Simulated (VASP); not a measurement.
# ZrO2: elastic constants with PBEsol

ZrO2:

```
Zr O
1.0
     3.51966    0.00000    0.00000
     0.00000    3.51966    0.00000
     0.00000    0.00000    5.01943
Zr O
2 4
Direct
  0.00000 0.00000 0.00000
  0.50000 0.50000 0.50000
  0.00000 0.50000 0.21795
  0.00000 0.50000 0.71795
  0.50000 0.00000 0.28205
  0.50000 0.00000 0.78205
```

| Item | Value |
| --- | --- |
| Program | VASP 6.6.1 |
| Task | elastic constants |
| Functional | PBEsol |
| Potentials or basis | VASP PAW PBE potentials, release 64 (Zr_sv, O) |
| Cutoff | 600 eV |
| k mesh | 6 × 6 × 6 |
| Occupations | gaussian, width 0.01 eV |
| Spin | no spin polarisation |
| Dipole correction | no |
| Ions in elastic constants | relaxed |
| Further INCAR settings | ALGO = Normal; EDIFF = 1e-08; IBRION = 6; POTIM = 0.015; NSW = 1; ISIF = 3 |

```
Voigt bulk modulus                                      : 255 GPa
Highest phonon frequency at Γ, LO-TO splitting left out : 706 cm⁻¹
```

Phonon frequencies in cm⁻¹ (negative: imaginary):
```
              q point                                                        frequencies
(0.000, 0.000, 0.000)  0 0 0 160 160 212 212 230 351 355 453 453 517 517 626 675 675 706
```

Elastic tensor in Voigt notation (GPa, in the Cartesian axes of the cell as first typed):
```
445 271 104   0   0   0
271 445 104   0   0   0
104 104 442   0   0   0
  0   0   0  66   0   0
  0   0   0   0  66   0
  0   0   0   0   0 206
```

Clamped-ion elastic tensor (GPa):
```
523 234 154   0   0   0
234 523 154   0   0   0
154 154 561   0   0   0
  0   0   0 129   0   0
  0   0   0   0 129   0
  0   0   0   0   0 206
```

Run time: 9.7 min on 4 MPI ranks on Intel(R) Xeon(R) Platinum 8488C (Sapphire Rapids), on a shared host, peak memory 0.38 GiB a rank.

Caveat: the cell is under stress, which shifts elastic constants; the PAW data sets were made with another functional, which shifts forces and pressure a little.
